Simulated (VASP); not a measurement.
# Hf (P6_3/mmc) in VASP: notebook

Runs on Hf. Level: PBE. Tasks: single point.

Everything below comes from runs of VASP 6.6.1. Logs are shortened: lines on timing, memory, paths and dates and some standing lists are left out, and cuts for length are marked.

## 1. The cell of the first run

Symmetry: P6_3/mmc, No. 194, hexagonal system. The conventional cell has a = 3.150 Å, b = 3.150 Å, c = 5.143 Å, α = 90.00°, β = 90.00°, γ = 120.00°. Hf (site symmetry -6m2) has 12 Hf at 3.15 Å within 4.1 Å.

## 2. Single point, PBE

File INCAR:

```
ALGO = Normal ; EDIFF = 1E-6
ENCUT = 500 ; GGA = PE
GGA_COMPAT = F ; ISIF = 2
ISMEAR = -1 ; LASPH = T
LCHARG = T ; LELF = T
LREAL = F ; LVHAR = T
LWAVE = F ; NBANDS = 17
NELM = 120 ; PREC = Accurate
SIGMA = 0.0754
```

File KPOINTS:

```
k-points
0
Gamma
  7 7 4
```

File POSCAR:

```
Hf
1.0
    1.5749050000      2.7278130000      0.0000000000
   -1.5749050000      2.7278130000      0.0000000000
    0.0000000000      0.0000000000      5.1432510000
Hf
2
Direct
    0.3333300000      0.3333400000      0.2500000000
    0.6666600000      0.6666700000      0.7500000000
```

Potentials or basis: VASP PAW PBE potentials, release 64 (Hf_pv).

Launch:

```sh
> cat potpaw_PBE.64/Hf_pv/POTCAR > POTCAR
> mpirun -np 1 vasp_std > vasp.out
```

OUTCAR:

```text
EDIFF = 1E-6
   ENCUT = 500
   GGA = PE
   ISIF = 2
   ISMEAR = -1
   LASPH = T
   LREAL = F
   NELM = 120
   PREC = Accurate

 ion  position               nearest neighbor table
   1  0.333  0.333  0.250-   2 3.15   2 3.15   2 3.15   2 3.15   2 3.15   2 3.15
   2  0.667  0.667  0.750-   1 3.15   1 3.15   1 3.15   1 3.15   1 3.15   1 3.15

  LATTYP: Found a hexagonal cell.
 ALAT       =     3.1498078548
 C/A-ratio  =     1.6328776983

  Lattice vectors:

 A1 = (   1.5749050000,  -2.7278130000,   0.0000000000)
 A2 = (   1.5749050000,   2.7278130000,   0.0000000000)
 A3 = (   0.0000000000,   0.0000000000,   5.1432510000)

Analysis of symmetry for initial positions (statically):
=====================================================================
 Subroutine PRICEL returns:
 Original cell was already a primitive cell.

 Routine SETGRP: Setting up the symmetry group for a
 hexagonal supercell.

 Subroutine GETGRP returns: Found  8 space group operations
 (whereof  2 operations were pure point group operations)
 out of a pool of 24 trial point group operations.

The static configuration has the point symmetry C_2 .
 The point group associated with its full space group is D_2h.

Analysis of symmetry for dynamics (positions and initial velocities):
=====================================================================
 Subroutine PRICEL returns:
 Original cell was already a primitive cell.

 Routine SETGRP: Setting up the symmetry group for a
 hexagonal supercell.

 Subroutine GETGRP returns: Found  8 space group operations
 (whereof  2 operations were pure point group operations)
 out of a pool of 24 trial point group operations.

The dynamic configuration has the point symmetry C_2 .
 The point group associated with its full space group is D_2h.

 Subroutine INISYM returns: Found  8 space group operations
 (whereof  2 operations are pure point group operations),
 and found     1 'primitive' translations

----------------------------------------------------------------------------------------

                                     Primitive cell

  volume of cell :      44.1913

  direct lattice vectors                    reciprocal lattice vectors
     1.574905000  2.727813000  0.000000000     0.317479467  0.183297022  0.000000000
    -1.574905000  2.727813000  0.000000000    -0.317479467  0.183297022  0.000000000
     0.000000000  0.000000000  5.143251000     0.000000000  0.000000000  0.194429554

  length of vectors
     3.149807855  3.149807855  5.143251000     0.366593795  0.366593795  0.194429554

  position of ions in fractional coordinates (direct lattice)
     0.333330000  0.333340000  0.250000000
     0.666660000  0.666670000  0.750000000

  ion indices of the primitive-cell ions
   primitive index   ion index
                 1           1
                 2           2

----------------------------------------------------------------------------------------

 KPOINTS: k-points

Automatic generation of k-mesh.
 Grid dimensions read from file:
 generate k-points for:    7    7    4

 Generating k-lattice:

  Cartesian coordinates                     Fractional coordinates (reciprocal lattice)
     0.045354210  0.026185289  0.000000000     0.142857143 -0.000000000  0.000000000
    -0.045354210  0.026185289  0.000000000    -0.000000000  0.142857143  0.000000000
     0.000000000  0.000000000  0.048607389     0.000000000  0.000000000  0.250000000

  Length of vectors
     0.052370542  0.052370542  0.048607389

  Shift w.r.t. Gamma in fractional coordinates (k-lattice)
     0.000000000  0.000000000  0.000000000

 Subroutine IBZKPT returns following result:
 ===========================================

 Found     48 irreducible k-points:

 Following reciprocal coordinates:
            Coordinates               Weight
  0.000000  0.000000  0.000000      1.000000
  0.142857 -0.000000  0.000000      4.000000
  0.142857  0.142857  0.000000      2.000000
  0.285714  0.000000  0.000000      4.000000
  0.285714  0.285714  0.000000      2.000000
  0.428571  0.000000  0.000000      4.000000
[... 16 lines left out ...]
  0.428571  0.428571  0.250000      4.000000
  0.285714  0.142857  0.250000      8.000000
 [... further k-points ...]
   k-points           NKPTS =     48   k-points in BZ     NKDIM =     48   number of bands    NBANDS=     17
   number of dos      NEDOS =    301   number of ions     NIONS =      2
   total plane-waves  NPLWV =  23040
   dimension x,y,z NGX =    24 NGY =   24 NGZ =   40
   dimension x,y,z NGXF=    48 NGYF=   48 NGZF=   80
   ions per type =               2
   NGX,Y,Z   is equivalent  to a cutoff of  12.67, 12.67, 12.93 a.u.
   NGXF,Y,Z  is equivalent  to a cutoff of  25.33, 25.33, 25.86 a.u.
 SYSTEM =  unknown system
   PREC   = accura    normal or accurate (medium, high low for compatibility)
   ISTART =      0    job   : 0-new  1-cont  2-samecut
   ICHARG =      2    charge: 1-file 2-atom 10-const
   ISPIN  =      1    spin polarized calculation?
   LNONCOLLINEAR =      F non collinear calculations
   LSORBIT =      F    spin-orbit coupling
   LASPH  =      T    aspherical Exc in radial PAW
   ENCUT  =  500.0 eV  36.75 Ry    6.06 a.u.   5.74  5.74  9.38*2*pi/ulx,y,z
   NELM   =    120;   NELMIN=  2; NELMDL= -5     # of ELM steps
   EDIFF  = 0.1E-05   stopping-criterion for ELM
   LREAL  =      F    real-space projection
   EDIFFG = 0.1E-04   stopping-criterion for IOM
   NSW    =      0    number of steps for IOM
   IBRION =     -1    ionic relax: 0-MD 1-quasi-New 2-CG
   NFREE  =      0    steps in history (QN), initial steepest desc. (CG)
   ISIF   =      2    stress and relaxation
   ISYM   =      2    0-nonsym 1-usesym 2-fastsym
   POTIM  = 0.5000    time-step for ionic-motion
   TEBEG  =    0.0;   TEEND  =   0.0 temperature during run
   PSTRESS=    0.0 pullay stress
   NELECT =      20.0000    total number of electrons
   NUPDOWN=      -1.0000    fix difference up-down
   EMIN   =  10.00;   EMAX   =-10.00  energy-range for DOS
   EFERMI =   0.00;   METHOD = LEGACY
   ISMEAR =    -1;   SIGMA  =   0.08  broadening in eV -4-tet -1-fermi 0-gaus
   EFERMI_NEDOS =   21; number of points for ismear=-14 and -15
   IALGO  =     38    algorithm
   IMIX   =      4    mixing-type and parameters
     AMIX     =   0.40;   BMIX     =  1.00
     AMIX_MAG =   1.60;   BMIX_MAG =  1.00
  volume/ion in A,a.u.               =      22.10       149.11
  Fermi-wavevector in a.u.,A,eV,Ry     =   1.256915  2.375225 21.494967  1.579836
  Thomas-Fermi vector in A             =   2.390600
   LORBIT       =      0    0 simple, 1 ext, 2 COOP (PROOUT), +10 PAW based schemes
   GGA     = PE    functional components
   LHFCALC =     F    Hartree Fock is set to
   AEXX    =    0.0000 exact exchange contribution
   IVDW    =     0    specifies the selected vdW correction
   LEPSILON=     F    determine dielectric tensor
   LRPA    =     F    only Hartree local field effects (RPA)
 non-spin polarized calculation
  energy-cutoff  :      500.00
  volume of cell :       44.19
 maximum number of plane-waves:      1134
   NGX = 11   NGY = 11   NGZ = 19

 number of electron      20.0000000 magnetization

 Free energy of the ion-electron system (eV)
  ---------------------------------------------------
  ext. energy  EPLUGINS =         0.00000000
  ---------------------------------------------------
  free energy    TOTEN  =       -19.85269292 eV

  energy without entropy =      -19.82596797  energy(sigma->0) =      -19.83933044

 E-fermi :   5.0150     XC(G=0): -11.3400

 val. band max:        4.9936867605   @ k =   0.0000   0.0000   0.5000
 cond. band min:       5.1986054190   @ k =  -0.2857   0.2857   0.2500
 fundamental gap:      0.2049186585
 Fermi energy:         5.0150074184

 k-point     1 :       0.0000    0.0000    0.0000
  band No.  band energies     occupation
      1     -26.0130      2.00000
      2     -25.2520      2.00000
      3     -25.2520      2.00000
      4     -25.1696      2.00000
      5     -25.1400      2.00000
      6     -25.1400      2.00000
[... 9 lines left out ...]
     16       7.9291      0.00000
     17      10.4608      0.00000

 k-point     2 :       0.1429   -0.0000    0.0000
  band No.  band energies     occupation
      1     -25.9598      2.00000
      2     -25.3768      2.00000
      3     -25.2906      2.00000
      4     -25.2687      2.00000
      5     -25.1902      2.00000
      6     -25.1593      2.00000
[... 9 lines left out ...]
     16       7.5809      0.00000
     17      10.8246      0.00000

 k-point     3 :       0.1429    0.1429    0.0000
  band No.  band energies     occupation
      1     -25.9598      2.00000
      2     -25.3768      2.00000
      3     -25.2906      2.00000
      4     -25.2686      2.00000
      5     -25.1902      2.00000
      6     -25.1593      2.00000
[... 9 lines left out ...]
     16       7.5809      0.00000
     17      10.8248      0.00000

 k-point     4 :       0.2857    0.0000    0.0000
  band No.  band energies     occupation
      1     -25.8221      2.00000
      2     -25.6555      2.00000
      3     -25.5401      2.00000
      4     -25.3723      2.00000
      5     -25.2538      2.00000
      6     -25.2065      2.00000
[... 9 lines left out ...]
     16       9.1604      0.00000
     17      11.2489      0.00000
[... 343 lines left out ...]
      1     -25.9324      2.00000
      2     -25.8236      2.00000
      3     -25.5417      2.00000
      4     -25.4074      2.00000
      5     -25.3323      2.00000
      6     -25.2742      2.00000
[... 9 lines left out ...]
     16      10.8759      0.00000
     17      11.3874      0.00000

 k-point    23 :       0.4286    0.4286    0.2500
  band No.  band energies     occupation
      1     -25.9324      2.00000
      2     -25.8236      2.00000
      3     -25.5417      2.00000
      4     -25.4074      2.00000
      5     -25.3323      2.00000
      6     -25.2742      2.00000
[... 9 lines left out ...]
     16      10.8759      0.00000
     17      11.3874      0.00000

 k-point    24 :       0.2857    0.1429    0.2500
  band No.  band energies     occupation
      1     -25.8201      2.00000
      2     -25.5539      2.00000
      3     -25.4778      2.00000
      4     -25.3517      2.00000
      5     -25.2445      2.00000
      6     -25.2434      2.00000
[... 9 lines left out ...]
     16       9.0154      0.00000
     17      10.6070      0.00000

 [... further k-points ...]
[... 5 lines left out ...]
  --------------------------------------------------------------------------------------
  -------------------------------------------------------------------------------------
  Total        0.8216869      0.8218633     -0.0888389      0.0000000     -0.0000000      0.0000000
  in kB       29.7906720     29.7970641     -3.2208993      0.0000000     -0.0000000      0.0000000
  external PRESSURE =      18.7889456 kB  Pullay stress =       0.0000000 kB

 VOLUME and BASIS-vectors are now :
 -----------------------------------------------------------------------------
  energy-cutoff  :      500.00
  volume of cell :       44.19
      direct lattice vectors                 reciprocal lattice vectors
     1.574905000  2.727813000  0.000000000     0.317479467  0.183297022  0.000000000
    -1.574905000  2.727813000  0.000000000    -0.317479467  0.183297022  0.000000000
     0.000000000  0.000000000  5.143251000     0.000000000  0.000000000  0.194429554

 POSITION                                       TOTAL-FORCE (eV/Angst)
 -----------------------------------------------------------------------------------
     -0.00002      1.81855      1.28581         0.000000     -0.000030     -0.000000
     -0.00002      3.63707      3.85744         0.000000      0.000030      0.000000
 -----------------------------------------------------------------------------------
    total drift:                                0.000000     -0.000000     -0.000000

  FREE ENERGIE OF THE ION-ELECTRON SYSTEM (eV)
  ---------------------------------------------------
  free  energy   TOTEN  =       -19.8526929182 eV

  energy  without entropy=      -19.8259679716  energy(sigma->0) =      -19.83933044
```

It took 71 s on 1 thread of AMD EPYC 7R13, shared host; peak memory 0.14 GiB.

What came out:

```yaml
Free_energy: -19.8527 eV
Pressure: 1.9 GPa
Band_gap_on_the_k_mesh: zero (band 10 reaches 6.17 eV, above the bottom of band 11 at 4.81 eV)
```

Stress tensor (GPa, compression positive):
```
 2.98  0.00  0.00
 0.00  2.98  0.00
 0.00  0.00 -0.32
```

Levels at points of the mesh, in eV from the Fermi level:
```csv
k point,band 6,band 7,band 8,band 9,band 10,band 11,band 12,band 13,band 14,band 15
"(0.00, 0.00, 0.00)",-30.16,-7.43,-3.84,0.42,1.15,1.24,1.24,1.99,1.99,2.91
"(0.00, 0.00, 0.50)",-30.21,-5.53,-5.53,-0.02,-0.02,1.19,1.19,1.19,1.19,4.85
```

Caveat: spin-orbit coupling is left out, which moves the levels of the heavy elements.

(Part 1 of 2 ends here.)
